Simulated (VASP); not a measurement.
A run of VASP 6.6.1 is set up as follows.

The input INCAR:

```
ALGO = Normal
EDIFF = 1E-6
ENCUT = 520
GGA = PS
ISIF = 2
ISMEAR = 0
LASPH = True
LCHARG = False
LREAL = False
LWAVE = False
NBANDS = 26
NELM = 100
PREC = Accurate
SIGMA = 0.1
```

File KPOINTS:

```
k-points
0
Gamma
  12 12 10
```

Contents of POSCAR:

```
InAs
1.0
    3.0435760268      3.0435760268      0.0000000000
   -3.0435760268      3.0435760268      0.0000000000
    0.0000000000      0.0000000000      6.1480235742
In As
2 2
Direct
    0.5000000000      0.0000000000      0.2500000000
    0.0000000000      0.5000000000      0.7500000000
    0.0000000000      0.0000000000      0.0000000000
    0.5000000000      0.5000000000      0.5000000000
```

Potentials or basis: VASP PAW PBE potentials, release 64 (In_d, As).

Launch:

```console
$ cat potpaw_PBE.64/In_d/POTCAR potpaw_PBE.64/As/POTCAR > POTCAR
$ mpirun -np 1 vasp_std > vasp.out
```

**Question.** Estimate the band gap on the k mesh.

**Answer.** Zero (filled and empty bands touch).

**Question.** What does it give for the pressure?

**Answer.** -0.5 GPa.

Stress tensor (GPa, compression positive):
```
-0.35  0.00  0.00
 0.00 -0.35  0.00
 0.00  0.00 -0.70
```

Caveat: the cell differs from its parent crystal (strain along c alone, the other axes held: +1.0 %); the PAW data sets were made with another functional, which shifts forces and pressure a little; spin-orbit coupling is left out, which moves the levels of the heavy elements.
